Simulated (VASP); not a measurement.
## B6Pd: relaxation of cell and atoms with PBE

B6Pd:

```
B Pd
1.0
     0.00000    2.98484    2.98484
     2.98484    0.00000    2.98484
     2.98484    2.98484    0.00000
B Pd
6 1
Direct
  0.29617 0.70383 0.70383
  0.70383 0.29617 0.29617
  0.70383 0.29617 0.70383
  0.29617 0.70383 0.29617
  0.70383 0.70383 0.29617
  0.29617 0.29617 0.70383
  0.00000 0.00000 0.00000
```

The cell was built from a structure type or drawn by symmetry, and may not be a known phase.

```json
{"Program": "VASP 6.6.1", "Task": "relaxation of cell and atoms", "Functional": "PBE", "Potentials or basis": "VASP PAW PBE potentials, release 64 (B, Pd)", "Cutoff": "600 eV", "k mesh": "6 × 6 × 6", "Occupations": "gaussian, width 0.1 eV", "Spin": "no spin polarisation", "Dipole correction": "no", "Further INCAR settings": "ALGO = Normal; EDIFF = 1e-07; IBRION = 2; EDIFFG = -0.04; NSW = 90; ISIF = 3"}
```

* Relaxed volume: 10.74 Å³/atom
* Relaxed cell: a = 4.738 Å, b = 4.738 Å, c = 4.738 Å, α = 60.00°, β = 60.00°, γ = 60.00°
* Space group after relaxing (to 0.1 Å): Fm-3m (No. 225)
* Energy gained by relaxing: 1022.2 meV/atom
* Ionic steps: 12
* Pressure after relaxing: 0.0 GPa
* Band gap on the k mesh: zero (bands 14 and 15 overlap by 0.84 eV)

Forces on the atoms (eV/Å):
```
B   -0.003  0.000  0.000
B    0.003  0.000  0.000
B    0.000 -0.003  0.000
B    0.000  0.003  0.000
B    0.000  0.000 -0.003
B    0.000  0.000  0.003
Pd   0.000  0.000  0.000
```

The path:
| step | energy change (eV) | largest force (eV/Å) | pressure (GPa) | volume (Å³) |
| --- | --- | --- | --- | --- |
| 1 | 0.0000 | 7.1937 | 107.66 | 53.19 |
| 2 | -1.7217 | 8.2988 | 13.39 | 102.96 |
| 3 | -6.1349 | 4.1121 | 21.33 | 71.22 |
| 4 | -6.1636 | 3.9624 | 22.39 | 70.50 |
| 5 | -5.1051 | 1.7927 | -24.44 | 93.62 |
| 6 | -7.0898 | 0.3165 | -4.42 | 78.42 |
| 7 | -7.0964 | 0.4785 | -3.04 | 77.84 |
| 8 | -7.0969 | 0.5383 | -2.53 | 77.63 |
| 9 | -7.1511 | 0.2214 | 0.24 | 75.38 |
| 10 | -7.1532 | 0.1353 | 0.95 | 74.88 |
| 11 | -7.1538 | 0.1148 | -0.73 | 75.44 |
| 12 | -7.1552 | 0.0028 | 0.03 | 75.19 |

Final structure:
```xyz
7
Lattice="0.0000 3.3499 3.3499 3.3499 0.0000 3.3499 3.3499 3.3499 0.0000" Properties=species:S:1:pos:R:3 pbc="T T T"
B     4.5811    3.3499    3.3499
B     2.1187    3.3499    3.3499
B     3.3499    4.5811    3.3499
B     3.3499    2.1187    3.3499
B     3.3499    3.3499    4.5811
B     3.3499    3.3499    2.1187
Pd    0.0000    0.0000    0.0000
```

Levels at points of the mesh, in eV from the Fermi level:
```tsv
k point	band 11	band 12	band 13	band 14	band 15	band 16	band 17	band 18
(0.00, 0.00, 0.00)	-0.44	-0.44	-0.44	0.36	0.36	0.36	4.70	4.70
(0.50, 0.00, 0.00)	-2.12	-2.12	-1.78	-0.19	0.11	0.11	5.57	5.57
(0.50, 0.50, 0.00)	-0.60	-0.25	-0.25	0.60	0.60	1.44	3.59	4.98
```

Wall time 3.1 min on 1 thread of Intel(R) Xeon(R) Platinum 8488C (Sapphire Rapids) (shared host), peak memory 0.22 GiB.

Caveat: the volume moved by over 15 % at a fixed basis, so the end points are rough.
